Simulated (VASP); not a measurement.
## Si16Ge (a cell with a defect): single point with PBE

The system is Si16Ge (a cell with a defect).

```xyz
17
Lattice="0.0000 5.4300 5.4300 5.4300 0.0000 5.4300 5.4300 5.4300 0.0000" Properties=species:S:1:pos:R:3 pbc="T T T"
Si   -0.0739    0.0663   -0.1102
Si    1.2763    1.4686    1.4351
Si    2.6622    2.7506    0.0495
Si    4.0541    4.1510    1.2825
Si    2.8216    0.0665    2.7854
Si    4.2509    1.5310    3.8906
Si    5.5876    2.9315    2.5541
Si    6.8592    4.1511    4.0877
Si   -0.1976    2.4257    2.9094
Si    1.2136    3.9456    3.8740
Si    2.6273    5.3714    2.6618
Si    3.8476    6.5381    4.2944
Si    2.7945    2.5956    5.3465
Si    4.2670    3.9450    6.9282
Si    5.4798    5.3709    5.5149
Si    6.8214    6.8106    6.7501
Ge    2.2692    4.8749    5.8722
```

```yaml
Program: VASP 6.6.1
Task: single point
Functional: PBE
Potentials_or_basis: VASP PAW PBE potentials, release 64 (Si, Ge_d)
Cutoff: 520 eV
k_mesh: 2 × 2 × 2
Occupations: gaussian, width 0.05 eV
Spin: no spin polarisation
```

```json
{"Pressure": "5.8 GPa", "Largest force": "0.185 eV/Å", "Band gap on the k mesh": "zero (band 39 reaches 6.79 eV, above the bottom of band 40 at 6.68 eV)"}
```

Forces in eV/Å, atoms in the order of the input:
```
Si   0.052  0.022  0.020
Si  -0.058  0.063  0.058
Si  -0.007  0.008  0.007
Si   0.050 -0.017  0.002
Si  -0.018  0.021 -0.051
Si  -0.010 -0.012  0.011
Si  -0.009 -0.096  0.009
Si  -0.003 -0.017 -0.051
Si  -0.066 -0.009  0.066
Si  -0.027 -0.028 -0.068
Si   0.019 -0.016 -0.015
Si  -0.044 -0.075  0.044
Si   0.035  0.005 -0.034
Si   0.068 -0.027  0.028
Si   0.015 -0.014 -0.019
Si   0.037  0.013 -0.036
Ge  -0.031  0.180  0.031
```

Stress tensor (GPa, compression positive):
```
 5.72 -0.90  0.82
-0.90  6.10  0.90
 0.82  0.90  5.72
```

Levels at points of the mesh, in eV from the Fermi level:
```tsv
k point	band 37	band 38	band 39	band 40	band 41	band 42
(0.00, 0.00, 0.00)	-0.58	-0.55	-0.50	-0.08	0.01	0.24
(0.50, 0.00, 0.00)	-1.30	-0.91	-0.24	0.24	0.76	0.91
(0.00, 0.50, 0.00)	-1.34	-0.94	-0.15	0.21	0.78	0.90
(0.00, 0.00, 0.50)	-1.25	-1.17	-0.14	0.41	0.54	1.20
(0.50, 0.50, 0.50)	-1.34	-0.94	-0.15	0.21	0.78	0.90
(0.50, 0.50, 0.00)	-1.70	-0.78	-0.02	0.51	1.34	1.48
(0.00, 0.50, 0.50)	-1.70	-0.78	-0.02	0.51	1.34	1.48
(0.50, 0.00, 0.50)	-1.72	-0.86	0.02	0.49	1.31	1.43
```

It took 2.3 min on 1 thread of AMD EPYC 9R45 96-Core Processor (Zen 5) (shared host), peak memory 0.46 GiB.

Caveat: the k points lie up to 0.50 Å⁻¹ apart.
